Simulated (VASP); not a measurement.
Here is a VASP 6.6.1 calculation.

File INCAR:

```
PREC = Accurate
ENCUT = 600
EDIFF = 1E-6
ISMEAR = 0
SIGMA = 0.02
LREAL = False
LASPH = True
NELM = 120
ALGO = Normal
ISIF = 2
LWAVE = False
LCHARG = False
GGA = CA
NBANDS = 22
GGA_COMPAT = False
```

Contents of KPOINTS:

```
Automatic mesh
0
Gamma
  11 11 11
```

POSCAR

```
As
1.0
    1.8807968987      1.0858785957      3.5140619945
   -1.8807968987      1.0858785957      3.5140619945
    0.0000000000     -2.1717571915      3.5140619945
As
2
Direct
    0.2260000000      0.2260000000      0.2260000000
    0.7740000000      0.7740000000      0.7740000000
```

Potentials or basis: VASP PAW LDA potentials, release 64 (As_d).

Command:

```bash
$ cat potpaw_LDA.64/As_d/POTCAR > POTCAR
$ mpirun -np 1 vasp_std > vasp.out
```

**Question.** Predict the band gap on the k mesh.

**Answer.** Zero (band 15 reaches 3.94 eV, above the bottom of band 16 at 3.58 eV).

**Question.** Predict the pressure.

**Answer.** -1.1 GPa.

**Question.** What does it give for the largest force?

**Answer.** 0.296 eV/Å.

Forces on the atoms (eV/Å):
```
As   0.000  0.000  0.296
As   0.000  0.000 -0.296
```
